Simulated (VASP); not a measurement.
# InP (Fm-3m) in VASP: further runs

InP is run at these levels: PBEsol, HSE06; tasks: single point.

All numbers are computed with VASP 6.6.1; they aren't measurements. Logs are shortened: lines on timing, memory, paths and dates and some standing lists are left out, and cuts for length are marked.

### Step 1. The cell of the first run

Symmetry: Fm-3m, No. 225, cubic system. The conventional cell has a = 5.491 Å, b = 5.491 Å, c = 5.491 Å, α = 90.00°, β = 90.00°, γ = 90.00°. In (site symmetry m-3m) has 6 P at 2.75 Å within 3.6 Å. Within 3.6 Å of P (site symmetry m-3m) lie 6 In at 2.75 Å.

### Step 2. Single point, PBEsol

Input file INCAR:

```
PREC = Accurate
ENCUT = 520
EDIFF = 1E-6
ISMEAR = -1
SIGMA = 0.02
LREAL = False
LASPH = True
NELM = 60
ALGO = Normal
ISIF = 2
LWAVE = False
LCHARG = True
GGA = PS
LELF = True
LVHAR = True
NBANDS = 16
```

Input file KPOINTS:

```
Automatic mesh
0
Gamma
  6 6 6
```

Input file POSCAR:

```
InP
1.0
    0.0000000000      2.7453630729      2.7453630729
    2.7453630729      0.0000000000      2.7453630729
    2.7453630729      2.7453630729      0.0000000000
In P
1 1
Direct
    0.0000000000      0.0000000000      0.0000000000
    0.5000000000      0.5000000000      0.5000000000
```

Potentials or basis: VASP PAW PBE potentials, release 64 (In_d, P).

On the command line:

```console
cat potpaw_PBE.64/In_d/POTCAR potpaw_PBE.64/P/POTCAR > POTCAR
mpirun -np 1 vasp_std > vasp.out
```

OUTCAR:

```text
PREC = Accurate
   ENCUT = 520
   EDIFF = 1E-6
   ISMEAR = -1
   LREAL = False
   LASPH = True
   NELM = 60
   ISIF = 2
   GGA = PS

 ion  position               nearest neighbor table
   1  0.000  0.000  0.000-   2 2.75   2 2.75   2 2.75   2 2.75   2 2.75   2 2.75
   2  0.500  0.500  0.500-   1 2.75   1 2.75   1 2.75   1 2.75   1 2.75   1 2.75

  LATTYP: Found a face centered cubic cell.
 ALAT       =     5.4907261458

  Lattice vectors:

 A1 = (   0.0000000000,   2.7453630729,   2.7453630729)
 A2 = (   2.7453630729,   0.0000000000,   2.7453630729)
 A3 = (   2.7453630729,   2.7453630729,   0.0000000000)

Analysis of symmetry for initial positions (statically):
=====================================================================
 Subroutine PRICEL returns:
 Original cell was already a primitive cell.

 Routine SETGRP: Setting up the symmetry group for a
 face centered cubic supercell.

 Subroutine GETGRP returns: Found 48 space group operations
 (whereof 48 operations were pure point group operations)
 out of a pool of 48 trial point group operations.

The static configuration has the point symmetry O_h .

Analysis of symmetry for dynamics (positions and initial velocities):
=====================================================================
 Subroutine PRICEL returns:
 Original cell was already a primitive cell.

 Routine SETGRP: Setting up the symmetry group for a
 face centered cubic supercell.

 Subroutine GETGRP returns: Found 48 space group operations
 (whereof 48 operations were pure point group operations)
 out of a pool of 48 trial point group operations.

The dynamic configuration has the point symmetry O_h .

 Subroutine INISYM returns: Found 48 space group operations
 (whereof 48 operations are pure point group operations),
 and found     1 'primitive' translations

----------------------------------------------------------------------------------------

                                     Primitive cell

  volume of cell :      41.3837

  direct lattice vectors                    reciprocal lattice vectors
     0.000000000  2.745363073  2.745363073    -0.182125273  0.182125273  0.182125273
     2.745363073  0.000000000  2.745363073     0.182125273 -0.182125273  0.182125273
     2.745363073  2.745363073  0.000000000     0.182125273  0.182125273 -0.182125273

  length of vectors
     3.882529691  3.882529691  3.882529691     0.315450227  0.315450227  0.315450227
[... 70 lines left out ...]
   ENCUT  =  520.0 eV  38.22 Ry    6.18 a.u.   7.22  7.22  7.22*2*pi/ulx,y,z
   NELM   =     60;   NELMIN=  2; NELMDL= -5     # of ELM steps
   EDIFF  = 0.1E-05   stopping-criterion for ELM
   LREAL  =      F    real-space projection
   EDIFFG = 0.1E-04   stopping-criterion for IOM
   NSW    =      0    number of steps for IOM
   IBRION =     -1    ionic relax: 0-MD 1-quasi-New 2-CG
   NFREE  =      0    steps in history (QN), initial steepest desc. (CG)
   ISIF   =      2    stress and relaxation
   ISYM   =      2    0-nonsym 1-usesym 2-fastsym
   POTIM  = 0.5000    time-step for ionic-motion
   TEBEG  =    0.0;   TEEND  =   0.0 temperature during run
   PSTRESS=    0.0 pullay stress
   NELECT =      18.0000    total number of electrons
   NUPDOWN=      -1.0000    fix difference up-down
   EMIN   =  10.00;   EMAX   =-10.00  energy-range for DOS
   EFERMI =   0.00;   METHOD = LEGACY
   ISMEAR =    -1;   SIGMA  =   0.02  broadening in eV -4-tet -1-fermi 0-gaus
   EFERMI_NEDOS =   21; number of points for ismear=-14 and -15
   IALGO  =     38    algorithm
   IMIX   =      4    mixing-type and parameters
     AMIX     =   0.40;   BMIX     =  1.00
     AMIX_MAG =   1.60;   BMIX_MAG =  1.00
  volume/ion in A,a.u.               =      20.69       139.64
  Fermi-wavevector in a.u.,A,eV,Ry     =   1.240383  2.343984 20.933251  1.538551
  Thomas-Fermi vector in A             =   2.374826
   LORBIT       =      0    0 simple, 1 ext, 2 COOP (PROOUT), +10 PAW based schemes
   GGA     = PS    functional components
   LHFCALC =     F    Hartree Fock is set to
   AEXX    =    0.0000 exact exchange contribution
   IVDW    =     0    specifies the selected vdW correction
   LEPSILON=     F    determine dielectric tensor
   LRPA    =     F    only Hartree local field effects (RPA)
 non-spin polarized calculation
  energy-cutoff  :      520.00
  volume of cell :       41.38
 maximum number of plane-waves:      1139
 NGX is ok and might be reduce to    30
   NGX = 15   NGY = 15   NGZ = 15

 number of electron      18.0000004 magnetization

 Free energy of the ion-electron system (eV)
  ---------------------------------------------------
  ext. energy  EPLUGINS =         0.00000000
  ---------------------------------------------------
  free energy    TOTEN  =        -8.80484754 eV

  energy without entropy =       -8.80097863  energy(sigma->0) =       -8.80291308

 E-fermi :   7.2037     XC(G=0): -10.6696

 val. band max:        7.1686186795   @ k =  -0.3333   0.1667   0.0000
 cond. band min:       7.2109953760   @ k =   0.3333   0.0000   0.0000
 fundamental gap:      0.0423766965
 Fermi energy:         7.2036529828

 k-point     1 :       0.0000    0.0000    0.0000
  band No.  band energies     occupation
      1      -6.8856      2.00000
      2      -6.8856      2.00000
      3      -6.8615      2.00000
      4      -6.8615      2.00000
      5      -6.8615      2.00000
      6      -4.9919      2.00000
[... 281 lines left out ...]
      3      -6.8727      2.00000
      4      -6.7868      2.00000
      5      -6.7348      2.00000
      6      -1.5794      2.00000
[... 8 lines left out ...]
     15      19.6073      0.00000
     16      20.7373      0.00000

------------------------ aborting loop because EDIFF is reached ----------------------------------------

  FORCE on cell =-STRESS in cart. coord.  units (eV):
  Direction    XX          YY          ZZ          XY          YZ          ZX
  --------------------------------------------------------------------------------------
  -------------------------------------------------------------------------------------
  Total       -0.3199125     -0.3199125     -0.3199125     -0.0000000     -0.0000000      0.0000000
  in kB      -12.3854674    -12.3854674    -12.3854674     -0.0000000     -0.0000000      0.0000000
  external PRESSURE =     -12.3854674 kB  Pullay stress =       0.0000000 kB

 VOLUME and BASIS-vectors are now :
 -----------------------------------------------------------------------------
  energy-cutoff  :      520.00
  volume of cell :       41.38
      direct lattice vectors                 reciprocal lattice vectors
     0.000000000  2.745363073  2.745363073    -0.182125273  0.182125273  0.182125273
     2.745363073  0.000000000  2.745363073     0.182125273 -0.182125273  0.182125273
     2.745363073  2.745363073  0.000000000     0.182125273  0.182125273 -0.182125273

 POSITION                                       TOTAL-FORCE (eV/Angst)
 -----------------------------------------------------------------------------------
      0.00000      0.00000      0.00000        -0.000000     -0.000000      0.000000
      2.74536      2.74536      2.74536         0.000000      0.000000     -0.000000
 -----------------------------------------------------------------------------------
    total drift:                               -0.000000      0.000000      0.000000

  FREE ENERGIE OF THE ION-ELECTRON SYSTEM (eV)
  ---------------------------------------------------
  free  energy   TOTEN  =        -8.8048475366 eV

  energy  without entropy=       -8.8009786277  energy(sigma->0) =       -8.80291308
```

stdout:

```text
POSCAR found type information on POSCAR InP
 POSCAR found :  2 types and       2 ions
 scaLAPACK will be used
 -----------------------------------------------------------------------------
|                                                                             |
|                                                                             |
|     You enforced a specific xc type in the INCAR file but a different       |
|     I HOPE YOU KNOW WHAT YOU ARE DOING!                                     |
|                                                                             |
 -----------------------------------------------------------------------------

 LDA part: xc-table for (Slater+PW92), standard interpolation
 POSCAR, INCAR and KPOINTS ok, starting setup
 FFT: planning ... GRIDC
 FFT: planning ... GRID_SOFT
 FFT: planning ... GRID
 WAVECAR not read
 entering main loop
```

It took 18 s on 1 thread of Intel Xeon 8259CL, shared host; peak memory 0.17 GiB.

Results:

```yaml
Free_energy: -8.8048 eV
Pressure: -1.2 GPa
Band_gap_on_the_k_mesh: zero (bands 9 and 10 overlap by 2.75 eV)
```

Caveat: the PAW data sets were made with another functional, which shifts forces and pressure a little; spin-orbit coupling is left out, which moves the levels of the heavy elements.

### Step 3. Single point, HSE06

POSCAR is that of step 2.

Input file INCAR.step1:

```
SYSTEM = InP
PREC = Accurate ; ENCUT = 520
EDIFF = 1E-5 ; ISMEAR = -1
SIGMA = 0.02 ; LREAL = .FALSE.
LASPH = .TRUE. ; NELM = 100
ALGO = Normal ; ISIF = 2
LWAVE = .TRUE. ; GGA = PE
NBANDS = 16
```

Input file INCAR.step2:

```
SYSTEM = InP
PREC = Accurate ; ENCUT = 520
EDIFF = 1E-7 ; ISMEAR = -1
SIGMA = 0.02 ; LREAL = .FALSE.
LASPH = .TRUE. ; NELM = 100
ALGO = Normal ; ISIF = 2
LWAVE = .FALSE. ; LCHARG = .TRUE.
GGA = PE ; LHFCALC = .TRUE.
HFSCREEN = 0.2079 ; PRECFOCK = Normal
LELF = .TRUE. ; LVHAR = .TRUE.
ISTART = 1 ; NBANDS = 16
```

Input file KPOINTS:

```
Automatic mesh
0
G
  4 4 4
  0 0 0
```

Potentials or basis: VASP PAW PBE potentials, release 64 (In_d, P).

On the command line:

```console
cat potpaw_PBE.64/In_d/POTCAR potpaw_PBE.64/P/POTCAR > POTCAR
cp INCAR.step1 INCAR
mpirun -np 1 vasp_std > vasp.out
cp INCAR.step2 INCAR
mpirun -np 1 vasp_std > vasp.out
```

OUTCAR:

```text
SYSTEM = InP
   PREC = Accurate
   ENCUT = 520
   EDIFF = 1E-7
   ISMEAR = -1
   LREAL = .FALSE.
   LASPH = .TRUE.
   NELM = 100
   ISIF = 2
   GGA = PE
   LHFCALC = .TRUE.
   HFSCREEN = 0.2079
   PRECFOCK = Normal
   ISTART = 1

 ion  position               nearest neighbor table
   1  0.000  0.000  0.000-   2 2.75   2 2.75   2 2.75   2 2.75   2 2.75   2 2.75
   2  0.500  0.500  0.500-   1 2.75   1 2.75   1 2.75   1 2.75   1 2.75   1 2.75

  LATTYP: Found a face centered cubic cell.
[... 332 lines left out ...]
------------------------ aborting loop because EDIFF is reached ----------------------------------------

  FORCE on cell =-STRESS in cart. coord.  units (eV):
  Direction    XX          YY          ZZ          XY          YZ          ZX
  --------------------------------------------------------------------------------------
  -------------------------------------------------------------------------------------
  Total       -0.1049909     -0.1049909     -0.1049909     -0.0000000      0.0000000     -0.0000000
  in kB       -4.0647429     -4.0647429     -4.0647429     -0.0000000      0.0000000     -0.0000000
  external PRESSURE =      -4.0647429 kB  Pullay stress =       0.0000000 kB

 VOLUME and BASIS-vectors are now :
 -----------------------------------------------------------------------------
  energy-cutoff  :      520.00
  volume of cell :       41.38
      direct lattice vectors                 reciprocal lattice vectors
     0.000000000  2.745363073  2.745363073    -0.182125273  0.182125273  0.182125273
     2.745363073  0.000000000  2.745363073     0.182125273 -0.182125273  0.182125273
     2.745363073  2.745363073  0.000000000     0.182125273  0.182125273 -0.182125273

 POSITION                                       TOTAL-FORCE (eV/Angst)
 -----------------------------------------------------------------------------------
      0.00000      0.00000      0.00000         0.000000     -0.000000     -0.000000
      2.74536      2.74536      2.74536        -0.000000      0.000000      0.000000
 -----------------------------------------------------------------------------------
    total drift:                               -0.000001     -0.000001     -0.000001

  FREE ENERGIE OF THE ION-ELECTRON SYSTEM (eV)
  ---------------------------------------------------
  free  energy   TOTEN  =        -9.1396594625 eV

  energy  without entropy=       -9.1363516352  energy(sigma->0) =       -9.13800555
```

OUTCAR.step1:

```text
SYSTEM = InP
   PREC = Accurate
   ENCUT = 520
   EDIFF = 1E-5
   ISMEAR = -1
   LREAL = .FALSE.
[... 355 lines left out ...]
      0.00000      0.00000      0.00000        -0.000000      0.000000     -0.000000
      2.74536      2.74536      2.74536         0.000000     -0.000000      0.000000
 -----------------------------------------------------------------------------------
    total drift:                               -0.000000      0.000000      0.000000

  FREE ENERGIE OF THE ION-ELECTRON SYSTEM (eV)
  ---------------------------------------------------
  free  energy   TOTEN  =        -7.6484656246 eV

  energy  without entropy=       -7.6451577159  energy(sigma->0) =       -7.64681167
```

Run time: 19 min. Hardware: 1 thread of Intel Xeon 8259CL, shared host; peak memory 0.27 GiB.

Results:

```
Free energy            : -9.1397 eV
Pressure               : -0.4 GPa
Band gap on the k mesh : zero (bands 9 and 10 overlap by 2.50 eV)
```

Caveat: the k points lie up to 0.50 Å⁻¹ apart, too coarse for converged energies and pressures of a metal; the PAW data sets were made with another functional, which shifts forces and pressure a little; spin-orbit coupling is left out, which moves the levels of the heavy elements.
